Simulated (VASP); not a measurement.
# Rh (Fd-3m) in VASP: notebook

Runs on Rh. Level: RPBE. Tasks: single point.

Program: VASP 6.6.1. These are calculated values, not measurements. Logs are shortened: lines on timing, memory, paths and dates and some standing lists are left out, and cuts for length are marked.

### 1 The cell of the first run

It takes space group Fd-3m (No. 227, cubic). Conventional cell: a = 5.707 Å, b = 5.707 Å, c = 5.707 Å, α = 90.00°, β = 90.00°, γ = 90.00°. Rh (site symmetry -43m) has 4 Rh at 2.47 Å within 3.3 Å.

This isn't the form of Rh at room conditions, which is fcc.

### 2 Single point, RPBE (23.24 Å³/atom)

INCAR reads:

```
SYSTEM = Rh
ALGO = Normal
EDIFF = 1E-6
ENCUT = 520
GGA = RP
ISIF = 2
ISMEAR = -1
LASPH = .TRUE.
LCHARG = .TRUE.
LELF = .TRUE.
LREAL = .FALSE.
LVHAR = .TRUE.
LWAVE = .FALSE.
NBANDS = 22
NELM = 100
PREC = Accurate
SIGMA = 0.1
```

KPOINTS reads:

```
k-points
0
G
  11 11 11
  0 0 0
```

POSCAR reads:

```
Rh
1.0
    0.0000000000      2.8536012070      2.8536012070
    2.8536012070      0.0000000000      2.8536012070
    2.8536012070      2.8536012070      0.0000000000
Rh
2
Direct
    0.1250000000      0.1250000000      0.1250000000
    0.8750000000      0.8750000000      0.8750000000
```

Potentials or basis: VASP PAW PBE potentials, release 64 (Rh_pv).

Command:

```bash
> cat potpaw_PBE.64/Rh_pv/POTCAR > POTCAR
> mpirun -np 1 vasp_std > vasp.out
```

OUTCAR:

```text
SYSTEM = Rh
   EDIFF = 1E-6
   ENCUT = 520
   GGA = RP
   ISIF = 2
   ISMEAR = -1
   LASPH = .TRUE.
   LREAL = .FALSE.
   NELM = 100
   PREC = Accurate

 ion  position               nearest neighbor table
   1  0.125  0.125  0.125-   2 2.47   2 2.47   2 2.47   2 2.47
   2  0.875  0.875  0.875-   1 2.47   1 2.47   1 2.47   1 2.47

  LATTYP: Found a face centered cubic cell.
 ALAT       =     5.7072024140

  Lattice vectors:

 A1 = (   0.0000000000,   2.8536012070,   2.8536012070)
 A2 = (   2.8536012070,   0.0000000000,   2.8536012070)
 A3 = (   2.8536012070,   2.8536012070,   0.0000000000)

Analysis of symmetry for initial positions (statically):
=====================================================================
 Subroutine PRICEL returns:
 Original cell was already a primitive cell.

 Routine SETGRP: Setting up the symmetry group for a
 face centered cubic supercell.

 Subroutine GETGRP returns: Found 48 space group operations
 (whereof 12 operations were pure point group operations)
 out of a pool of 48 trial point group operations.

The static configuration has the point symmetry D_3d.
 The point group associated with its full space group is O_h .

Analysis of symmetry for dynamics (positions and initial velocities):
=====================================================================
 Subroutine PRICEL returns:
 Original cell was already a primitive cell.

 Routine SETGRP: Setting up the symmetry group for a
 face centered cubic supercell.

 Subroutine GETGRP returns: Found 48 space group operations
 (whereof 12 operations were pure point group operations)
 out of a pool of 48 trial point group operations.

The dynamic configuration has the point symmetry D_3d.
 The point group associated with its full space group is O_h .

 Subroutine INISYM returns: Found 48 space group operations
 (whereof 12 operations are pure point group operations),
 and found     1 'primitive' translations

----------------------------------------------------------------------------------------

                                     Primitive cell

  volume of cell :      46.4740

  direct lattice vectors                    reciprocal lattice vectors
     0.000000000  2.853601207  2.853601207    -0.175217195  0.175217195  0.175217195
     2.853601207  0.000000000  2.853601207     0.175217195 -0.175217195  0.175217195
     2.853601207  2.853601207  0.000000000     0.175217195  0.175217195 -0.175217195

  length of vectors
     4.035601529  4.035601529  4.035601529     0.303485085  0.303485085  0.303485085

  position of ions in fractional coordinates (direct lattice)
     0.125000000  0.125000000  0.125000000
     0.875000000  0.875000000  0.875000000

  ion indices of the primitive-cell ions
   primitive index   ion index
                 1           1
                 2           2

----------------------------------------------------------------------------------------

 KPOINTS: k-points

Automatic generation of k-mesh.
 Grid dimensions read from file:
 generate k-points for:   11   11   11

 Generating k-lattice:

  Cartesian coordinates                     Fractional coordinates (reciprocal lattice)
    -0.015928836  0.015928836  0.015928836     0.090909091  0.000000000  0.000000000
     0.015928836 -0.015928836  0.015928836     0.000000000  0.090909091  0.000000000
     0.015928836  0.015928836 -0.015928836     0.000000000  0.000000000  0.090909091

  Length of vectors
     0.027589553  0.027589553  0.027589553

  Shift w.r.t. Gamma in fractional coordinates (k-lattice)
     0.000000000  0.000000000  0.000000000

 Subroutine IBZKPT returns following result:
 ===========================================

 Found     56 irreducible k-points:

 Following reciprocal coordinates:
            Coordinates               Weight
  0.000000  0.000000  0.000000      1.000000
  0.090909  0.000000  0.000000      8.000000
  0.181818  0.000000  0.000000      8.000000
  0.272727  0.000000  0.000000      8.000000
  0.363636  0.000000  0.000000      8.000000
  0.454545  0.000000  0.000000      8.000000
[... 16 lines left out ...]
 -0.272727  0.181818  0.000000     24.000000
 -0.181818  0.181818  0.000000     12.000000
 [... further k-points ...]
   k-points           NKPTS =     56   k-points in BZ     NKDIM =     56   number of bands    NBANDS=     22
   number of dos      NEDOS =    301   number of ions     NIONS =      2
   total plane-waves  NPLWV =  27000
   dimension x,y,z NGX =    30 NGY =   30 NGZ =   30
   dimension x,y,z NGXF=    60 NGYF=   60 NGZF=   60
   ions per type =               2
   NGX,Y,Z   is equivalent  to a cutoff of  12.36, 12.36, 12.36 a.u.
   NGXF,Y,Z  is equivalent  to a cutoff of  24.72, 24.72, 24.72 a.u.
 SYSTEM =  Rh
   PREC   = accura    normal or accurate (medium, high low for compatibility)
   ISTART =      0    job   : 0-new  1-cont  2-samecut
   ICHARG =      2    charge: 1-file 2-atom 10-const
   ISPIN  =      1    spin polarized calculation?
   LNONCOLLINEAR =      F non collinear calculations
   LSORBIT =      F    spin-orbit coupling
   LASPH  =      T    aspherical Exc in radial PAW
   ENCUT  =  520.0 eV  38.22 Ry    6.18 a.u.   7.50  7.50  7.50*2*pi/ulx,y,z
   NELM   =    100;   NELMIN=  2; NELMDL= -5     # of ELM steps
   EDIFF  = 0.1E-05   stopping-criterion for ELM
   LREAL  =      F    real-space projection
   EDIFFG = 0.1E-04   stopping-criterion for IOM
   NSW    =      0    number of steps for IOM
   IBRION =     -1    ionic relax: 0-MD 1-quasi-New 2-CG
   NFREE  =      0    steps in history (QN), initial steepest desc. (CG)
   ISIF   =      2    stress and relaxation
   ISYM   =      2    0-nonsym 1-usesym 2-fastsym
   POTIM  = 0.5000    time-step for ionic-motion
   TEBEG  =    0.0;   TEEND  =   0.0 temperature during run
   PSTRESS=    0.0 pullay stress
   NELECT =      30.0000    total number of electrons
   NUPDOWN=      -1.0000    fix difference up-down
   EMIN   =  10.00;   EMAX   =-10.00  energy-range for DOS
   EFERMI =   0.00;   METHOD = LEGACY
   ISMEAR =    -1;   SIGMA  =   0.10  broadening in eV -4-tet -1-fermi 0-gaus
   EFERMI_NEDOS =   21; number of points for ismear=-14 and -15
   IALGO  =     38    algorithm
   IMIX   =      4    mixing-type and parameters
     AMIX     =   0.40;   BMIX     =  1.00
     AMIX_MAG =   1.60;   BMIX_MAG =  1.00
  volume/ion in A,a.u.               =      23.24       156.81
  Fermi-wavevector in a.u.,A,eV,Ry     =   1.414855  2.673688 27.236347  2.001815
  Thomas-Fermi vector in A             =   2.536354
   LORBIT       =      0    0 simple, 1 ext, 2 COOP (PROOUT), +10 PAW based schemes
   GGA     = RP    functional components
   LHFCALC =     F    Hartree Fock is set to
   AEXX    =    0.0000 exact exchange contribution
   IVDW    =     0    specifies the selected vdW correction
   LEPSILON=     F    determine dielectric tensor
   LRPA    =     F    only Hartree local field effects (RPA)
 non-spin polarized calculation
  energy-cutoff  :      520.00
  volume of cell :       46.47
 maximum number of plane-waves:      1273
 NGX is ok and might be reduce to    30
   NGX = 15   NGY = 15   NGZ = 15

 number of electron      29.9999996 magnetization

 Free energy of the ion-electron system (eV)
  ---------------------------------------------------
  ext. energy  EPLUGINS =         0.00000000
  ---------------------------------------------------
  free energy    TOTEN  =       -11.15181640 eV

  energy without entropy =      -11.01793728  energy(sigma->0) =      -11.08487684

 E-fermi :   5.2493     XC(G=0): -10.3857

 val. band max:        5.2431808504   @ k =  -0.4545   0.1818   0.0909
 cond. band min:       5.2602907563   @ k =   0.2727   0.0909   0.0000
 fundamental gap:      0.0171099059
 Fermi energy:         5.2493265494

 k-point     1 :       0.0000    0.0000    0.0000
  band No.  band energies     occupation
      1     -41.4713      2.00000
      2     -41.4713      2.00000
      3     -41.4713      2.00000
      4     -41.0236      2.00000
      5     -41.0236      2.00000
      6     -41.0236      2.00000
[... 14 lines left out ...]
     21      17.4260      0.00000
     22      17.5089      0.00000

 k-point     2 :       0.0909    0.0000    0.0000
  band No.  band energies     occupation
      1     -41.4751      2.00000
      2     -41.4751      2.00000
      3     -41.4698      2.00000
      4     -41.0255      2.00000
      5     -41.0197      2.00000
      6     -41.0197      2.00000
[... 14 lines left out ...]
     21      16.9427      0.00000
     22      17.9737      0.00000

 k-point     3 :       0.1818    0.0000    0.0000
  band No.  band energies     occupation
      1     -41.4852      2.00000
      2     -41.4852      2.00000
      3     -41.4658      2.00000
      4     -41.0307      2.00000
      5     -41.0095      2.00000
      6     -41.0095      2.00000
[... 14 lines left out ...]
     21      16.3699      0.00000
     22      18.5190      0.00000

 k-point     4 :       0.2727    0.0000    0.0000
  band No.  band energies     occupation
      1     -41.4977      2.00000
      2     -41.4977      2.00000
      3     -41.4606      2.00000
      4     -41.0374      2.00000
      5     -40.9967      2.00000
      6     -40.9967      2.00000
[... 14 lines left out ...]
     21      15.9158      0.00000
     22      18.4229      0.00000

 k-point     5 :       0.3636    0.0000    0.0000
  band No.  band energies     occupation
      1     -41.5087      2.00000
      2     -41.5087      2.00000
      3     -41.4557      2.00000
      4     -41.0436      2.00000
      5     -40.9855      2.00000
      6     -40.9855      2.00000
[... 417 lines left out ...]
 k-point    22 :      -0.3636    0.1818    0.0000
  band No.  band energies     occupation
      1     -41.5500      2.00000
      2     -41.5212      2.00000
      3     -41.3960      2.00000
      4     -41.1029      2.00000
      5     -40.9728      2.00000
      6     -40.9457      2.00000
[... 14 lines left out ...]
     21      15.4785      0.00000
     22      19.2345      0.00000

 k-point    23 :      -0.2727    0.1818    0.0000
  band No.  band energies     occupation
      1     -41.5412      2.00000
      2     -41.5098      2.00000
      3     -41.4130      2.00000
      4     -41.0854      2.00000
      5     -40.9844      2.00000
      6     -40.9543      2.00000
[... 14 lines left out ...]
     21      15.7459      0.00000
     22      18.9454      0.00000

 k-point    24 :      -0.1818    0.1818    0.0000
  band No.  band energies     occupation
      1     -41.5246      2.00000
      2     -41.4973      2.00000
      3     -41.4339      2.00000
      4     -41.0638      2.00000
      5     -40.9971      2.00000
      6     -40.9705      2.00000
[... 14 lines left out ...]
     21      16.0896      0.00000
     22      18.5072      0.00000

 [... further k-points ...]

------------------------ aborting loop because EDIFF is reached ----------------------------------------

  FORCE on cell =-STRESS in cart. coord.  units (eV):
  Direction    XX          YY          ZZ          XY          YZ          ZX
  --------------------------------------------------------------------------------------
  -------------------------------------------------------------------------------------
  Total       -2.0731508     -2.0731508     -2.0731508      0.0000000      0.0000000      0.0000000
  in kB      -71.4712923    -71.4712923    -71.4712923      0.0000000      0.0000000      0.0000000
  external PRESSURE =     -71.4712923 kB  Pullay stress =       0.0000000 kB

 VOLUME and BASIS-vectors are now :
 -----------------------------------------------------------------------------
  energy-cutoff  :      520.00
  volume of cell :       46.47
      direct lattice vectors                 reciprocal lattice vectors
     0.000000000  2.853601207  2.853601207    -0.175217195  0.175217195  0.175217195
     2.853601207  0.000000000  2.853601207     0.175217195 -0.175217195  0.175217195
     2.853601207  2.853601207  0.000000000     0.175217195  0.175217195 -0.175217195

 POSITION                                       TOTAL-FORCE (eV/Angst)
 -----------------------------------------------------------------------------------
      0.71340      0.71340      0.71340        -0.000000      0.000000      0.000000
      4.99380      4.99380      4.99380         0.000000     -0.000000     -0.000000
 -----------------------------------------------------------------------------------
    total drift:                               -0.000000      0.000000      0.000000

  FREE ENERGIE OF THE ION-ELECTRON SYSTEM (eV)
  ---------------------------------------------------
  free  energy   TOTEN  =       -11.1518164002 eV

  energy  without entropy=      -11.0179372791  energy(sigma->0) =      -11.08487684
```

Wall time 83 s (1 thread of Intel Xeon 8259CL, shared host); peak memory 0.19 GiB.

Results:

```yaml
Free_energy: -11.1518 eV
Pressure: -7.1 GPa
Band_gap_on_the_k_mesh: zero (bands 15 and 16 overlap by 0.95 eV)
```

Caveat: the cell stands under tension; the PAW data sets were made with another functional, which shifts forces and pressure a little.

(Part 1 of 2 ends here.)
